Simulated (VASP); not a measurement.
Here is a VASP 6.6.1 calculation.

Contents of INCAR:

```
ALGO = Normal
EDIFF = 1E-6
ENCUT = 500
GGA = PE
GGA_COMPAT = False
ISIF = 2
ISMEAR = -1
LASPH = True
LCHARG = False
LREAL = False
LWAVE = False
NBANDS = 16
NELM = 120
PREC = Accurate
SIGMA = 0.1
```

File KPOINTS:

```
k-points
0
Gamma
  3 3 3
```

File POSCAR:

```
HgTe
1.0
    0.0000000000      3.2145000000      3.2145000000
    3.2145000000      0.0000000000      3.2145000000
    3.2145000000      3.2145000000      0.0000000000
Hg Te
1 1
Direct
    0.0000000000      0.0000000000      0.0000000000
    0.2500000000      0.2500000000      0.2500000000
```

Potentials or basis: VASP PAW PBE potentials, release 64 (Hg, Te).

Launch:

```bash
$ cat potpaw_PBE.64/Hg/POTCAR potpaw_PBE.64/Te/POTCAR > POTCAR
$ mpirun -np 1 vasp_std > vasp.out
```

**Question.** Predict the pressure.

**Answer.** 6.1 GPa.

**Question.** Predict the band gap on the k mesh.

**Answer.** Zero (filled and empty bands touch).

Caveat: the k points lie up to 0.56 Å⁻¹ apart; semilocal functionals underestimate gaps, and a narrow one can read as zero; spin-orbit coupling is left out, which moves the levels of the heavy elements.
